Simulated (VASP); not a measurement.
# PbO (P4/nmm) in VASP: notebook, part 2 of 2

VASP 6.6.1.

### Step 5. Single point, PBEsol

This run uses another cell than the first one, of 19.44 Å³/atom.

INCAR reads:

```
ALGO     = Normal         # electronic algorithm
EDIFF    = 1E-6           # SCF threshold, eV
ENCUT    = 520            # plane-wave cutoff, eV
GGA      = PS             # functional
ISIF     = 2              # what is computed and relaxed
ISMEAR   = 0              # smearing method
LASPH    = True           # aspherical terms in the spheres
LCHARG   = False          # write CHGCAR
LREAL    = False          # projectors in reciprocal space
LWAVE    = False          # write WAVECAR
NBANDS   = 28             # bands
NELM     = 100            # most SCF steps
PREC     = Accurate       # precision mode
SIGMA    = 0.01           # smearing width, eV
```

KPOINTS reads:

```
k-points
0
Gamma
  6 6 6
```

POSCAR reads:

```
PbO
1.0
    3.9564690029      0.0000000000      0.0000000000
    0.0000000000      3.9564690029      0.0000000000
    0.0000000000      0.0000000000      4.9678971691
Pb O
2 2
Direct
    0.0000000000      0.5000000000      0.2400000000
    0.5000000000      0.0000000000      0.7600000000
    0.0000000000      0.0000000000      0.0000000000
    0.5000000000      0.5000000000      0.0000000000
```

Potentials or basis: VASP PAW PBE potentials, release 64 (Pb_d, O).

On the command line:

```console
$ cat potpaw_PBE.64/Pb_d/POTCAR potpaw_PBE.64/O/POTCAR > POTCAR
$ mpirun -np 1 vasp_std > vasp.out
```

OUTCAR:

```text
EDIFF = 1E-6
   ENCUT = 520
   GGA = PS
   ISIF = 2
   ISMEAR = 0
   LASPH = True
   LREAL = False
   NELM = 100
   PREC = Accurate

 ion  position               nearest neighbor table
   1  0.000  0.500  0.240-   3 2.31   4 2.31   3 2.31   4 2.31   2 3.68   2 3.68   2 3.68   2 3.68
                             2 3.81   2 3.81   2 3.81   2 3.81
   2  0.500  0.000  0.760-   3 2.31   4 2.31   4 2.31   3 2.31   1 3.68   1 3.68   1 3.68   1 3.68
                             1 3.81   1 3.81   1 3.81   1 3.81
   3  0.000  0.000  0.000-   1 2.31   2 2.31   1 2.31   2 2.31
   4  0.500  0.500  0.000-   1 2.31   2 2.31   2 2.31   1 2.31

  LATTYP: Found a simple tetragonal cell.
 ALAT       =     3.9564690029
 C/A-ratio  =     1.2556390978

  Lattice vectors:

 A1 = (   3.9564690029,   0.0000000000,   0.0000000000)
 A2 = (   0.0000000000,   3.9564690029,   0.0000000000)
 A3 = (   0.0000000000,   0.0000000000,   4.9678971691)

Analysis of symmetry for initial positions (statically):
=====================================================================
 Subroutine PRICEL returns:
 Original cell was already a primitive cell.

 Routine SETGRP: Setting up the symmetry group for a
 simple tetragonal supercell.

 Subroutine GETGRP returns: Found 16 space group operations
 (whereof  8 operations were pure point group operations)
 out of a pool of 16 trial point group operations.

The static configuration has the point symmetry D_2d.
 The point group associated with its full space group is D_4h.

Analysis of symmetry for dynamics (positions and initial velocities):
=====================================================================
 Subroutine PRICEL returns:
 Original cell was already a primitive cell.

 Routine SETGRP: Setting up the symmetry group for a
 simple tetragonal supercell.

 Subroutine GETGRP returns: Found 16 space group operations
 (whereof  8 operations were pure point group operations)
 out of a pool of 16 trial point group operations.

The dynamic configuration has the point symmetry D_2d.
 The point group associated with its full space group is D_4h.

 Subroutine INISYM returns: Found 16 space group operations
 (whereof  8 operations are pure point group operations),
 and found     1 'primitive' translations

----------------------------------------------------------------------------------------

                                     Primitive cell

  volume of cell :      77.7657

  direct lattice vectors                    reciprocal lattice vectors
     3.956469003  0.000000000  0.000000000     0.252750622  0.000000000  0.000000000
     0.000000000  3.956469003  0.000000000     0.000000000  0.252750622  0.000000000
     0.000000000  0.000000000  4.967897169     0.000000000  0.000000000  0.201292411

  length of vectors
     3.956469003  3.956469003  4.967897169     0.252750622  0.252750622  0.201292411

  position of ions in fractional coordinates (direct lattice)
     0.000000000  0.500000000  0.240000000
     0.500000000  0.000000000  0.760000000
     0.000000000  0.000000000  0.000000000
     0.500000000  0.500000000  0.000000000

  ion indices of the primitive-cell ions
[... 27 lines left out ...]
 Subroutine IBZKPT returns following result:
 ===========================================

 Found     40 irreducible k-points:

 Following reciprocal coordinates:
            Coordinates               Weight
  0.000000  0.000000  0.000000      1.000000
  0.166667  0.000000  0.000000      4.000000
  0.333333  0.000000  0.000000      4.000000
  0.500000  0.000000  0.000000      2.000000
  0.166667  0.166667  0.000000      4.000000
  0.333333  0.166667  0.000000      8.000000
[... 16 lines left out ...]
  0.333333  0.000000  0.333333      8.000000
  0.500000  0.000000  0.333333      4.000000
 [... further k-points ...]
   k-points           NKPTS =     40   k-points in BZ     NKDIM =     40   number of bands    NBANDS=     28
   number of dos      NEDOS =    301   number of ions     NIONS =      4
   total plane-waves  NPLWV =  36000
   dimension x,y,z NGX =    30 NGY =   30 NGZ =   40
   dimension x,y,z NGXF=    60 NGYF=   60 NGZF=   80
   ions per type =               2   2
   NGX,Y,Z   is equivalent  to a cutoff of  12.61, 12.61, 13.39 a.u.
   NGXF,Y,Z  is equivalent  to a cutoff of  25.21, 25.21, 26.77 a.u.
 SYSTEM =  unknown system
   PREC   = accura    normal or accurate (medium, high low for compatibility)
   ISTART =      0    job   : 0-new  1-cont  2-samecut
   ICHARG =      2    charge: 1-file 2-atom 10-const
   ISPIN  =      1    spin polarized calculation?
   LNONCOLLINEAR =      F non collinear calculations
   LSORBIT =      F    spin-orbit coupling
   LASPH  =      T    aspherical Exc in radial PAW
   ENCUT  =  520.0 eV  38.22 Ry    6.18 a.u.   7.36  7.36  9.24*2*pi/ulx,y,z
   NELM   =    100;   NELMIN=  2; NELMDL= -5     # of ELM steps
   EDIFF  = 0.1E-05   stopping-criterion for ELM
   LREAL  =      F    real-space projection
   EDIFFG = 0.1E-04   stopping-criterion for IOM
   NSW    =      0    number of steps for IOM
   IBRION =     -1    ionic relax: 0-MD 1-quasi-New 2-CG
   NFREE  =      0    steps in history (QN), initial steepest desc. (CG)
   ISIF   =      2    stress and relaxation
   ISYM   =      2    0-nonsym 1-usesym 2-fastsym
   POTIM  = 0.5000    time-step for ionic-motion
   TEBEG  =    0.0;   TEEND  =   0.0 temperature during run
   PSTRESS=    0.0 pullay stress
   NELECT =      40.0000    total number of electrons
   NUPDOWN=      -1.0000    fix difference up-down
   EMIN   =  10.00;   EMAX   =-10.00  energy-range for DOS
   EFERMI =   0.00;   METHOD = LEGACY
   ISMEAR =     0;   SIGMA  =   0.01  broadening in eV -4-tet -1-fermi 0-gaus
   EFERMI_NEDOS =   21; number of points for ismear=-14 and -15
   IALGO  =     38    algorithm
   IMIX   =      4    mixing-type and parameters
     AMIX     =   0.40;   BMIX     =  1.00
     AMIX_MAG =   1.60;   BMIX_MAG =  1.00
  volume/ion in A,a.u.               =      19.44       131.20
  Fermi-wavevector in a.u.,A,eV,Ry     =   1.311693  2.478740 23.409339  1.720538
  Thomas-Fermi vector in A             =   2.442137
   LORBIT       =      0    0 simple, 1 ext, 2 COOP (PROOUT), +10 PAW based schemes
   GGA     = PS    functional components
   LHFCALC =     F    Hartree Fock is set to
   AEXX    =    0.0000 exact exchange contribution
   IVDW    =     0    specifies the selected vdW correction
   LEPSILON=     F    determine dielectric tensor
   LRPA    =     F    only Hartree local field effects (RPA)
 non-spin polarized calculation
 Gauss-broadening in eV      SIGMA  =   0.01
  energy-cutoff  :      520.00
  volume of cell :       77.77
 maximum number of plane-waves:      2146
 NGX is ok and might be reduce to    30
   NGX = 15   NGY = 15   NGZ = 19

 number of electron      39.9999990 magnetization

 Free energy of the ion-electron system (eV)
  ---------------------------------------------------
  ext. energy  EPLUGINS =         0.00000000
  ---------------------------------------------------
  free energy    TOTEN  =       -22.86382910 eV

  energy without entropy =      -22.86382910  energy(sigma->0) =      -22.86382910

 E-fermi :   5.2899     XC(G=0): -10.2006

 val. band max:        5.2095425299   @ k =   0.0000   0.0000   0.0000
 cond. band min:       6.2702033122   @ k =   0.5000   0.5000   0.0000
 fundamental gap:      1.0606607823
 Fermi energy:         5.2898533351

 k-point     1 :       0.0000    0.0000    0.0000
  band No.  band energies     occupation
      1     -13.2426      2.00000
      2     -12.6425      2.00000
      3     -10.7763      2.00000
      4     -10.7763      2.00000
      5     -10.7076      2.00000
      6     -10.6941      2.00000
[... 733 lines left out ...]
     27      14.7962      0.00000
     28      14.7962      0.00000

 [... further k-points ...]

------------------------ aborting loop because EDIFF is reached ----------------------------------------

  FORCE on cell =-STRESS in cart. coord.  units (eV):
  Direction    XX          YY          ZZ          XY          YZ          ZX
  --------------------------------------------------------------------------------------
  -------------------------------------------------------------------------------------
  Total        0.7658824      0.7658824      0.4015386      0.0000000      0.0000000      0.0000000
  in kB       15.7791845     15.7791845      8.2727473      0.0000000      0.0000000      0.0000000
  external PRESSURE =      13.2770388 kB  Pullay stress =       0.0000000 kB

 VOLUME and BASIS-vectors are now :
 -----------------------------------------------------------------------------
  energy-cutoff  :      520.00
  volume of cell :       77.77
      direct lattice vectors                 reciprocal lattice vectors
     3.956469003  0.000000000  0.000000000     0.252750622  0.000000000  0.000000000
     0.000000000  3.956469003  0.000000000     0.000000000  0.252750622  0.000000000
     0.000000000  0.000000000  4.967897169     0.000000000  0.000000000  0.201292411

 POSITION                                       TOTAL-FORCE (eV/Angst)
 -----------------------------------------------------------------------------------
      0.00000      1.97823      1.19230        -0.000000      0.000000      0.047212
      1.97823      0.00000      3.77560         0.000000      0.000000     -0.047212
      0.00000      0.00000      0.00000        -0.000000      0.000000      0.000000
      1.97823      1.97823      0.00000        -0.000000     -0.000000      0.000000
 -----------------------------------------------------------------------------------
    total drift:                                0.000000      0.000000      0.000000

  FREE ENERGIE OF THE ION-ELECTRON SYSTEM (eV)
  ---------------------------------------------------
  free  energy   TOTEN  =       -22.8638290984 eV

  energy  without entropy=      -22.8638290984  energy(sigma->0) =      -22.86382910
```

Run time: 2 min. Hardware: 1 thread of Intel Xeon 8259CL, shared host; peak memory 0.22 GiB.

Results:

```yaml
Free_energy: -22.8638 eV
Pressure: 1.3 GPa
Largest_force: 0.047 eV/Å
Band_gap_on_the_k_mesh: 1.06 eV (least direct gap 2.12 eV)
```

Forces in eV/Å, atoms in the order of the input:
```
Pb   0.000  0.000  0.047
Pb   0.000  0.000 -0.047
O    0.000  0.000  0.000
O    0.000  0.000  0.000
```

Stress tensor (GPa, compression positive):
```
1.58 0.00 0.00
0.00 1.58 0.00
0.00 0.00 0.83
```

Levels at points of the mesh, in eV from the valence-band top:
| k point | band 16 | band 17 | band 18 | band 19 | band 20 | band 21 | band 22 | band 23 | band 24 | band 25 |
| --- | --- | --- | --- | --- | --- | --- | --- | --- | --- | --- |
| (0.00, 0.00, 0.00) | -4.39 | -1.76 | -1.69 | -1.69 | 0.00 | 2.40 | 5.54 | 5.59 | 5.59 | 6.63 |
| (0.50, 0.00, 0.00) | -3.30 | -3.08 | -3.08 | -1.74 | -1.74 | 3.38 | 3.38 | 6.66 | 6.66 | 6.69 |
| (0.50, 0.50, 0.00) | -3.53 | -1.70 | -1.70 | -1.06 | -1.06 | 1.06 | 1.06 | 5.20 | 5.20 | 7.95 |
| (0.00, 0.00, 0.50) | -4.21 | -1.80 | -1.73 | -1.73 | -1.02 | 1.93 | 3.90 | 3.90 | 4.21 | 8.68 |
| (0.50, 0.00, 0.50) | -3.81 | -3.05 | -3.05 | -1.03 | -1.03 | 3.06 | 3.06 | 6.29 | 6.29 | 7.44 |
| (0.50, 0.50, 0.50) | -4.03 | -2.33 | -2.33 | -1.07 | -1.07 | 3.38 | 3.38 | 4.78 | 4.78 | 5.75 |

Caveat: the PAW data sets were made with another functional, which shifts forces and pressure a little; spin-orbit coupling is left out, which moves the levels of the heavy elements.

### Step 6. Overview

| cell | gap on the mesh (eV) | pressure (GPa) | largest force (eV/Å) |
| --- | --- | --- | --- |
| a = 3.852, b = 3.852, c = 4.837 Å, 4 atoms | 0.90 | 10.0 | 1.27 |
| a = 3.888, b = 3.888, c = 4.881 Å, 4 atoms | 0.96 | 6.7 | 0.82 |
| a = 3.922, b = 3.922, c = 4.925 Å, 4 atoms | 1.01 | 3.8 | 0.42 |
| a = 3.956, b = 3.956, c = 4.968 Å, 4 atoms | 1.06 | 1.3 | 0.05 |

Alike in all rows: task single point; level PBEsol; potentials or basis VASP PAW PBE potentials, release 64 (Pb_d, O); no spin polarisation; k mesh 6 × 6 × 6; cutoff (eV) 520; smearing gaussian 0.01 eV.

Caveats: the PAW data sets were made with another functional, which shifts forces and pressure a little; spin-orbit coupling is left out, which moves the levels of the heavy elements; the cell stands under pressure (at least some runs).

Total energies depend on the potentials used, so only differences within one code and one set of settings carry meaning.
